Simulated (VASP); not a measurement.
**Ti3Al: single point with LDA**

Ti3Al:

```
Ti Al
1.0
     2.92754    0.00000    0.00000
    -1.46377    2.53533    0.00000
     0.00000    0.00000    9.22636
Ti Al
3 1
Direct
  0.66667 0.33333 0.00000
  0.33333 0.66667 0.75059
  0.33333 0.66667 0.24941
  0.66667 0.33333 0.50000
```

* Program: VASP 6.6.1
* Task: single point
* Functional: LDA
* Potentials or basis: VASP PAW LDA potentials, release 64 (Ti_sv, Al)
* Cutoff: 500 eV
* k mesh: 9 × 9 × 2
* Occupations: gaussian, width 0.1 eV
* Spin: no spin polarisation

```json
{
 "Pressure": "-7.1 GPa",
 "Largest force": "0.157 eV/Å",
 "Band gap on the k mesh": "zero (an odd number of electrons rules out a gap without spin polarisation)"
}
```

Forces on the atoms (eV/Å):
```
Ti   0.000  0.000  0.000
Ti   0.000  0.000  0.157
Ti   0.000  0.000 -0.157
Al   0.000  0.000  0.000
```

Stress tensor (GPa, compression positive):
```
-6.93  0.00  0.00
 0.00 -6.93  0.00
 0.00  0.00 -7.35
```

Levels at points of the mesh, in eV from the Fermi level:
```csv
k point,band 18,band 19,band 20,band 21,band 22,band 23
"(0.00, 0.00, 0.00)",0.51,0.71,0.79,0.79,0.87,0.87
"(0.00, 0.00, 0.50)",0.45,0.74,0.79,0.79,0.87,0.87
```

It took 77 s on 1 thread of Intel Xeon 8259CL, on a shared host, peak memory 0.18 GiB.

Caveat: the cell stands under tension.
